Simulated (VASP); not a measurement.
# ZnS (F-43m) in VASP: further runs

The runs below take ZnS through single point, relaxation of cell and atoms, with PBE, revPBE+D3(BJ).

Program: VASP 6.6.1. These are calculated values, not measurements. Logs are shortened: lines on timing, memory, paths and dates and some standing lists are left out, and cuts for length are marked.

**Measured values to compare with.**

From “Electronic, vibrational, and thermodynamic properties of ZnS (zincblende and rocksalt structure)”, 2009, arxiv:0911.5022, for a bulk crystal of ZnS at 19 K: band gap 3.85 eV (direct).

The runs below are set against these values where they give the same quantity.

## Step 1: The cell of the first run

Symmetry: F-43m, No. 216, cubic system. The conventional cell has a = 5.404 Å, b = 5.404 Å, c = 5.404 Å, α = 90.00°, β = 90.00°, γ = 90.00°. Zn (site symmetry -43m) has 4 S at 2.34 Å within 3.1 Å. S (site symmetry -43m) has 4 Zn at 2.34 Å within 3.1 Å.

## Step 2: Single point, PBE

The input, INCAR:

```
PREC     = Accurate       # precision mode
ENCUT    = 520            # plane-wave cutoff, eV
EDIFF    = 1E-6           # SCF threshold, eV
ISMEAR   = 0              # smearing method
SIGMA    = 0.023          # smearing width, eV
LREAL    = F              # projectors in reciprocal space
LASPH    = T              # aspherical terms in the spheres
NELM     = 100            # most SCF steps
ALGO     = Normal         # electronic algorithm
ISIF     = 2              # what is computed and relaxed
LWAVE    = F              # write WAVECAR
LCHARG   = F              # write CHGCAR
GGA      = PE             # functional
NBANDS   = 16             # bands
```

The input, KPOINTS:

```
Automatic mesh
0
Gamma
  9 9 9
```

The input, POSCAR:

```
ZnS
1.0
    0.0000000000      2.7020000000      2.7020000000
    2.7020000000      0.0000000000      2.7020000000
    2.7020000000      2.7020000000      0.0000000000
Zn S
1 1
Direct
    0.7500000000      0.7500000000      0.7500000000
    0.0000000000      0.0000000000      0.0000000000
```

Potentials or basis: VASP PAW PBE potentials, release 64 (Zn, S).

Started as:

```bash
$ cat potpaw_PBE.64/Zn/POTCAR potpaw_PBE.64/S/POTCAR > POTCAR
$ mpirun -np 1 vasp_std > vasp.out
```

OUTCAR:

```text
PREC = Accurate
   ENCUT = 520
   EDIFF = 1E-6
   ISMEAR = 0
   LREAL = F
   LASPH = T
   NELM = 100
   ISIF = 2
   GGA = PE

 ion  position               nearest neighbor table
   1  0.750  0.750  0.750-   2 2.34   2 2.34   2 2.34   2 2.34
   2  0.000  0.000  0.000-   1 2.34   1 2.34   1 2.34   1 2.34

  LATTYP: Found a face centered cubic cell.
 ALAT       =     5.4040000000

  Lattice vectors:

 A1 = (   0.0000000000,   2.7020000000,   2.7020000000)
 A2 = (   2.7020000000,   0.0000000000,   2.7020000000)
 A3 = (   2.7020000000,   2.7020000000,   0.0000000000)

Analysis of symmetry for initial positions (statically):
=====================================================================
 Subroutine PRICEL returns:
 Original cell was already a primitive cell.

 Routine SETGRP: Setting up the symmetry group for a
 face centered cubic supercell.

 Subroutine GETGRP returns: Found 24 space group operations
 (whereof 24 operations were pure point group operations)
 out of a pool of 48 trial point group operations.

The static configuration has the point symmetry T_d .

Analysis of symmetry for dynamics (positions and initial velocities):
=====================================================================
 Subroutine PRICEL returns:
 Original cell was already a primitive cell.

 Routine SETGRP: Setting up the symmetry group for a
 face centered cubic supercell.

 Subroutine GETGRP returns: Found 24 space group operations
 (whereof 24 operations were pure point group operations)
 out of a pool of 48 trial point group operations.

The dynamic configuration has the point symmetry T_d .

 Subroutine INISYM returns: Found 24 space group operations
 (whereof 24 operations are pure point group operations),
 and found     1 'primitive' translations

----------------------------------------------------------------------------------------

                                     Primitive cell

  volume of cell :      39.4535

  direct lattice vectors                    reciprocal lattice vectors
     0.000000000  2.702000000  2.702000000    -0.185048113  0.185048113  0.185048113
     2.702000000  0.000000000  2.702000000     0.185048113 -0.185048113  0.185048113
     2.702000000  2.702000000  0.000000000     0.185048113  0.185048113 -0.185048113

  length of vectors
     3.821205046  3.821205046  3.821205046     0.320512733  0.320512733  0.320512733

  position of ions in fractional coordinates (direct lattice)
     0.750000000  0.750000000  0.750000000
     0.000000000  0.000000000  0.000000000

  ion indices of the primitive-cell ions
   primitive index   ion index
                 1           1
                 2           2

----------------------------------------------------------------------------------------

 KPOINTS: Automatic mesh

Automatic generation of k-mesh.
 Grid dimensions read from file:
 generate k-points for:    9    9    9

 Generating k-lattice:

  Cartesian coordinates                     Fractional coordinates (reciprocal lattice)
    -0.020560901  0.020560901  0.020560901     0.111111111  0.000000000  0.000000000
     0.020560901 -0.020560901  0.020560901     0.000000000  0.111111111  0.000000000
     0.020560901  0.020560901 -0.020560901     0.000000000  0.000000000  0.111111111

  Length of vectors
     0.035612526  0.035612526  0.035612526

  Shift w.r.t. Gamma in fractional coordinates (k-lattice)
     0.000000000  0.000000000  0.000000000

 Subroutine IBZKPT returns following result:
 ===========================================

 Found     35 irreducible k-points:

 Following reciprocal coordinates:
            Coordinates               Weight
  0.000000  0.000000  0.000000      1.000000
  0.111111  0.000000  0.000000      8.000000
  0.222222  0.000000  0.000000      8.000000
  0.333333  0.000000  0.000000      8.000000
  0.444444  0.000000  0.000000      8.000000
  0.111111  0.111111  0.000000      6.000000
[... 16 lines left out ...]
 -0.333333  0.333333  0.000000     12.000000
  0.444444  0.444444  0.000000      6.000000
 [... further k-points ...]
   k-points           NKPTS =     35   k-points in BZ     NKDIM =     35   number of bands    NBANDS=     16
   number of dos      NEDOS =    301   number of ions     NIONS =      2
   total plane-waves  NPLWV =  21952
   dimension x,y,z NGX =    28 NGY =   28 NGZ =   28
   dimension x,y,z NGXF=    56 NGYF=   56 NGZF=   56
   ions per type =               1   1
   NGX,Y,Z   is equivalent  to a cutoff of  12.18, 12.18, 12.18 a.u.
   NGXF,Y,Z  is equivalent  to a cutoff of  24.36, 24.36, 24.36 a.u.
 SYSTEM =  unknown system
   PREC   = accura    normal or accurate (medium, high low for compatibility)
   ISTART =      0    job   : 0-new  1-cont  2-samecut
   ICHARG =      2    charge: 1-file 2-atom 10-const
   ISPIN  =      1    spin polarized calculation?
   LNONCOLLINEAR =      F non collinear calculations
   LSORBIT =      F    spin-orbit coupling
   LASPH  =      T    aspherical Exc in radial PAW
   ENCUT  =  520.0 eV  38.22 Ry    6.18 a.u.   7.10  7.10  7.10*2*pi/ulx,y,z
   NELM   =    100;   NELMIN=  2; NELMDL= -5     # of ELM steps
   EDIFF  = 0.1E-05   stopping-criterion for ELM
   LREAL  =      F    real-space projection
   EDIFFG = 0.1E-04   stopping-criterion for IOM
   NSW    =      0    number of steps for IOM
   IBRION =     -1    ionic relax: 0-MD 1-quasi-New 2-CG
   NFREE  =      0    steps in history (QN), initial steepest desc. (CG)
   ISIF   =      2    stress and relaxation
   ISYM   =      2    0-nonsym 1-usesym 2-fastsym
   POTIM  = 0.5000    time-step for ionic-motion
   TEBEG  =    0.0;   TEEND  =   0.0 temperature during run
   PSTRESS=    0.0 pullay stress
   NELECT =      18.0000    total number of electrons
   NUPDOWN=      -1.0000    fix difference up-down
   EMIN   =  10.00;   EMAX   =-10.00  energy-range for DOS
   EFERMI =   0.00;   METHOD = LEGACY
   ISMEAR =     0;   SIGMA  =   0.02  broadening in eV -4-tet -1-fermi 0-gaus
   EFERMI_NEDOS =   21; number of points for ismear=-14 and -15
   IALGO  =     38    algorithm
   IMIX   =      4    mixing-type and parameters
     AMIX     =   0.40;   BMIX     =  1.00
     AMIX_MAG =   1.60;   BMIX_MAG =  1.00
  volume/ion in A,a.u.               =      19.73       133.12
  Fermi-wavevector in a.u.,A,eV,Ry     =   1.260290  2.381602 21.610537  1.588330
  Thomas-Fermi vector in A             =   2.393807
   LORBIT       =      0    0 simple, 1 ext, 2 COOP (PROOUT), +10 PAW based schemes
   GGA     = PE    functional components
   LHFCALC =     F    Hartree Fock is set to
   AEXX    =    0.0000 exact exchange contribution
   IVDW    =     0    specifies the selected vdW correction
   LEPSILON=     F    determine dielectric tensor
   LRPA    =     F    only Hartree local field effects (RPA)
 non-spin polarized calculation
 Gauss-broadening in eV      SIGMA  =   0.02
  energy-cutoff  :      520.00
  volume of cell :       39.45
 maximum number of plane-waves:      1073
   NGX = 15   NGY = 15   NGZ = 15

 number of electron      18.0000000 magnetization

 Free energy of the ion-electron system (eV)
  ---------------------------------------------------
  ext. energy  EPLUGINS =         0.00000000
  ---------------------------------------------------
  free energy    TOTEN  =        -6.84725757 eV

  energy without entropy =       -6.84725757  energy(sigma->0) =       -6.84725757

 E-fermi :   2.2299     XC(G=0):  -9.6303

 val. band max:        2.1067177803   @ k =   0.0000   0.0000   0.0000
 cond. band min:       4.2208762989   @ k =   0.0000   0.0000   0.0000
 fundamental gap:      2.1141585186
 Fermi energy:         2.2299433011

 k-point     1 :       0.0000    0.0000    0.0000
  band No.  band energies     occupation
      1     -11.0335      2.00000
      2      -4.2323      2.00000
      3      -4.2323      2.00000
      4      -4.2323      2.00000
      5      -3.7341      2.00000
      6      -3.7341      2.00000
[... 8 lines left out ...]
     15      13.8697      0.00000
     16      13.9774      0.00000

 k-point     2 :       0.1111    0.0000    0.0000
  band No.  band energies     occupation
      1     -10.9407      2.00000
      2      -4.2319      2.00000
      3      -4.2154      2.00000
      4      -4.2154      2.00000
      5      -3.7355      2.00000
      6      -3.7355      2.00000
[... 8 lines left out ...]
     15      13.3594      0.00000
     16      14.6638      0.00000

 k-point     3 :       0.2222    0.0000    0.0000
  band No.  band energies     occupation
      1     -10.6901      2.00000
      2      -4.2035      2.00000
      3      -4.1758      2.00000
      4      -4.1758      2.00000
      5      -3.7344      2.00000
      6      -3.7344      2.00000
[... 8 lines left out ...]
     15      13.0127      0.00000
     16      14.4899      0.00000

 k-point     4 :       0.3333    0.0000    0.0000
  band No.  band energies     occupation
      1     -10.3721      2.00000
      2      -4.1382      2.00000
      3      -4.1382      2.00000
      4      -4.0678      2.00000
      5      -3.7223      2.00000
      6      -3.7223      2.00000
[... 8 lines left out ...]
     15      13.6934      0.00000
     16      13.9745      0.00000

 k-point     5 :       0.4444    0.0000    0.0000
  band No.  band energies     occupation
      1     -10.1401      2.00000
      2      -4.1195      2.00000
      3      -4.1195      2.00000
      4      -3.7160      2.00000
      5      -3.7065      2.00000
      6      -3.7065      2.00000
[... 8 lines left out ...]
     15      15.1050      0.00000
     16      15.1050      0.00000

 k-point     6 :       0.1111    0.1111    0.0000
  band No.  band energies     occupation
      1     -10.9097      2.00000
      2      -4.2483      2.00000
      3      -4.2013      2.00000
      4      -4.2013      2.00000
      5      -3.7474      2.00000
      6      -3.7253      2.00000
[... 8 lines left out ...]
     15      14.0291      0.00000
     16      15.0288      0.00000
[... 267 lines left out ...]
 k-point    21 :       0.4444    0.3333    0.0000
  band No.  band energies     occupation
      1      -9.9542      2.00000
      2      -4.2347      2.00000
      3      -3.9535      2.00000
      4      -3.9400      2.00000
      5      -3.6729      2.00000
      6      -3.6455      2.00000
[... 8 lines left out ...]
     15      15.7674      0.00000
     16      17.4149      0.00000

 k-point    22 :      -0.4444    0.3333    0.0000
  band No.  band energies     occupation
      1      -9.8413      2.00000
      2      -4.1622      2.00000
      3      -3.9516      2.00000
      4      -3.8668      2.00000
      5      -3.6900      2.00000
      6      -3.4485      2.00000
[... 8 lines left out ...]
     15      15.1360      0.00000
     16      17.3225      0.00000

 k-point    23 :      -0.3333    0.3333    0.0000
  band No.  band energies     occupation
      1      -9.8730      2.00000
      2      -4.1231      2.00000
      3      -3.9900      2.00000
      4      -3.7925      2.00000
      5      -3.7190      2.00000
      6      -3.4551      2.00000
[... 8 lines left out ...]
     15      13.8023      0.00000
     16      18.6255      0.00000

 k-point    24 :       0.4444    0.4444    0.0000
  band No.  band energies     occupation
      1      -9.8395      2.00000
      2      -4.2619      2.00000
      3      -3.9033      2.00000
      4      -3.9033      2.00000
      5      -3.6609      2.00000
      6      -3.5772      2.00000
[... 8 lines left out ...]
     15      15.7285      0.00000
     16      17.1418      0.00000

 [... further k-points ...]
[... 5 lines left out ...]
  --------------------------------------------------------------------------------------
  -------------------------------------------------------------------------------------
  Total        0.4332156      0.4332156      0.4332156     -0.0000000      0.0000000      0.0000000
  in kB       17.5925435     17.5925435     17.5925435     -0.0000000      0.0000000      0.0000000
  external PRESSURE =      17.5925435 kB  Pullay stress =       0.0000000 kB

 VOLUME and BASIS-vectors are now :
 -----------------------------------------------------------------------------
  energy-cutoff  :      520.00
  volume of cell :       39.45
      direct lattice vectors                 reciprocal lattice vectors
     0.000000000  2.702000000  2.702000000    -0.185048113  0.185048113  0.185048113
     2.702000000  0.000000000  2.702000000     0.185048113 -0.185048113  0.185048113
     2.702000000  2.702000000  0.000000000     0.185048113  0.185048113 -0.185048113

 POSITION                                       TOTAL-FORCE (eV/Angst)
 -----------------------------------------------------------------------------------
      4.05300      4.05300      4.05300        -0.000000     -0.000000     -0.000000
      0.00000      0.00000      0.00000         0.000000      0.000000      0.000000
 -----------------------------------------------------------------------------------
    total drift:                                0.000001      0.000001      0.000001

  FREE ENERGIE OF THE ION-ELECTRON SYSTEM (eV)
  ---------------------------------------------------
  free  energy   TOTEN  =        -6.8472575740 eV

  energy  without entropy=       -6.8472575740  energy(sigma->0) =       -6.84725757
```

Wall time 9.9 s (1 thread of Intel Xeon 6975P-C (Granite Rapids), shared host); peak memory 0.16 GiB.

What came out:

- Free energy: -6.8473 eV
- Pressure: 1.8 GPa
- Band gap on the k mesh: 2.11 eV, direct

Levels at points of the mesh, in eV from the valence-band top:
```csv
k point,band 5,band 6,band 7,band 8,band 9,band 10,band 11,band 12,band 13,band 14
"(0.00, 0.00, 0.00)",-5.84,-5.84,0.00,0.00,0.00,2.11,6.40,6.40,6.40,11.76
```

## Step 3: Single point, PBE

The input, INCAR:

```
  PREC = Accurate
  ENCUT = 520
  EDIFF = 1E-7
  ISMEAR = 0
  SIGMA = 0.024
  LREAL = F
  LASPH = T
  NELM = 100
  ALGO = Normal
  ISIF = 2
  LWAVE = F
  LCHARG = F
  GGA = PE
  NBANDS = 16
```

The input, KPOINTS:

```
regular mesh
0
Gamma
  9 9 9
```

POSCAR is that of step 2.

Potentials or basis: VASP PAW PBE potentials, release 64 (Zn, S).

Started as:

```bash
$ cat potpaw_PBE.64/Zn/POTCAR potpaw_PBE.64/S/POTCAR > POTCAR
$ mpirun -np 1 vasp_std > vasp.out
```

Run time: 11 s. Hardware: 1 thread of Intel Xeon 6975P-C (Granite Rapids), shared host; peak memory 0.16 GiB.

The run converged. Its results:

| Quantity | Value |
| --- | --- |
| Free energy | -6.8473 eV |
| Pressure | 1.8 GPa |
| Band gap on the k mesh | 2.11 eV, direct |

Levels at points of the mesh, in eV from the valence-band top:
| k point | band 6 | band 7 | band 8 | band 9 | band 10 | band 11 | band 12 | band 13 |
| --- | --- | --- | --- | --- | --- | --- | --- | --- |
| (0.00, 0.00, 0.00) | -5.84 | 0.00 | 0.00 | 0.00 | 2.11 | 6.40 | 6.40 | 6.40 |

## Step 4: Single point, PBE

The input, INCAR:

```
ALGO = Normal
EDIFF = 1E-6
ENCUT = 520
GGA = PE
ISIF = 2
ISMEAR = 0
LASPH = True
LCHARG = True
LELF = True
LREAL = False
LVHAR = True
LWAVE = False
NBANDS = 16
NELM = 100
PREC = Accurate
SIGMA = 0.025
```

The input, KPOINTS:

```
k-points
0
Gamma
  9 9 9
```

POSCAR is that of step 3.

Started as:

```bash
$ cat potpaw_PBE.64/Zn/POTCAR potpaw_PBE.64/S/POTCAR > POTCAR
$ mpirun -np 1 vasp_std > vasp.out
```

It took 10 s on 1 thread of Intel Xeon 6975P-C (Granite Rapids), shared host; peak memory 0.15 GiB.

It converged, with:

```
Free energy            : -6.8473 eV
Pressure               : 1.8 GPa
Band gap on the k mesh : 2.11 eV, direct
```

Levels at points of the mesh, in eV from the valence-band top:
| k point | band 5 | band 6 | band 7 | band 8 | band 9 | band 10 | band 11 | band 12 | band 13 | band 14 |
| --- | --- | --- | --- | --- | --- | --- | --- | --- | --- | --- |
| (0.00, 0.00, 0.00) | -5.84 | -5.84 | 0.00 | 0.00 | 0.00 | 2.11 | 6.40 | 6.40 | 6.40 | 11.76 |

## Step 5: Relaxation of cell and atoms, revPBE+D3(BJ)

The input, INCAR:

```
SYSTEM = ZnS
ALGO = Normal ; EDIFF = 1E-6
EDIFFG = -0.01 ; ENCUT = 600
GGA = RE ; IBRION = 2
ISIF = 3 ; ISMEAR = -1
IVDW = 12 ; LASPH = .True.
LCHARG = .False. ; LREAL = .False.
LWAVE = .False. ; NELM = 60
NSW = 60 ; PREC = Accurate
SIGMA = 0.05
```

The input, KPOINTS:

```
k-points
0
Gamma
  9 9 9
  0 0 0
```

POSCAR is that of step 4.

Started as:

```bash
$ cat potpaw_PBE.64/Zn/POTCAR potpaw_PBE.64/S/POTCAR > POTCAR
$ mpirun -np 1 vasp_std > vasp.out
```

Run time: 17 s. Hardware: 1 thread of Intel Xeon 6975P-C (Granite Rapids), shared host; peak memory 0.2 GiB.

Results (log left out):

| Quantity | Value |
| --- | --- |
| Free energy | -7.4767 eV |
| Relaxed volume | 19.19 Å³/atom |
| Relaxed cell | a = 3.786 Å, b = 3.786 Å, c = 3.786 Å, α = 60.00°, β = 60.00°, γ = 60.00° |
| Space group after relaxing (to 0.05 Å) | F-43m (No. 216) |
| Energy gained by relaxing | 3.5 meV/atom |
| Ionic steps | 3 |
| Pressure after relaxing | -0.1 GPa |
| Band gap on the k mesh | 2.36 eV, direct |
| Dispersion energy per atom | -0.623 eV |

Step by step:
| step | energy change (eV) | largest force (eV/Å) | pressure (GPa) | volume (Å³) |
| --- | --- | --- | --- | --- |
| 1 | 0.0000 | 0.0000 | -2.03 | 39.45 |
| 2 | -0.0062 | 0.0000 | 0.76 | 38.05 |
| 3 | -0.0069 | 0.0000 | -0.07 | 38.39 |

Final structure:
```
Zn S
1.0
     0.00000    2.67744    2.67744
     2.67744    0.00000    2.67744
     2.67744    2.67744    0.00000
Zn S
1 1
Direct
  0.75000 0.75000 0.75000
  0.00000 0.00000 0.00000
```

Levels at points of the mesh, in eV from the valence-band top:
```
           k point  band 5  band 6  band 7  band 8  band 9  band 10  band 11  band 12  band 13
(0.00, 0.00, 0.00)   -5.88   -5.88    0.00    0.00    0.00     2.36     6.41     6.41     6.41
```

Caveat: the PAW data sets were made with another functional, which shifts forces and pressure a little.

## Step 6: Overview

```csv
task,level,cell,cutoff (eV),smearing,gap on the mesh (eV),pressure (GPa)
single point,PBE,as given,520,gaussian 0.023 eV,2.11,1.8
single point,PBE,as given,520,gaussian 0.024 eV,2.11,1.8
single point,PBE,as given,520,gaussian 0.025 eV,2.11,1.8
relaxation of cell and atoms,revPBE+D3(BJ),relaxed,600,fermi-dirac 0.05 eV,2.36,-0.1
```

Alike in all rows: potentials or basis VASP PAW PBE potentials, release 64 (Zn, S); no spin polarisation; k mesh 9 × 9 × 9.

On the cell as given the gap runs from 2.11 eV (PBE) to 2.11 eV (PBE).

Caveats: the PAW data sets were made with another functional, which shifts forces and pressure a little (some runs).

Absolute energies hang on the potentials; compare differences alone.

## Step 7: Comparison with measurements

Step 2. Against the measured gap of ZnS, 3.85 eV (direct; 19 K; quoted in “Electronic, vibrational, and thermodynamic properties of ZnS (zincblende and rocksalt structure)”, 2009, arxiv:0911.5022), the calculated 2.11 eV is off by -1.74 eV. The value is that of PBE, without temperature or zero-point motion. Semilocal functionals fall short of measured gaps as a rule.

Step 3. Measured gap of ZnS: 3.85 eV (direct; 19 K; quoted in “Electronic, vibrational, and thermodynamic properties of ZnS (zincblende and rocksalt structure)”, 2009, arxiv:0911.5022). This calculation gives 2.11 eV (-1.74 eV). The value is that of PBE, without temperature or zero-point motion. Semilocal functionals fall short of measured gaps as a rule.

Step 4. Against the measured gap of ZnS, 3.85 eV (direct; 19 K; quoted in “Electronic, vibrational, and thermodynamic properties of ZnS (zincblende and rocksalt structure)”, 2009, arxiv:0911.5022), the calculated 2.11 eV is off by -1.74 eV. The value is that of PBE, without temperature or zero-point motion. Semilocal functionals fall short of measured gaps as a rule.
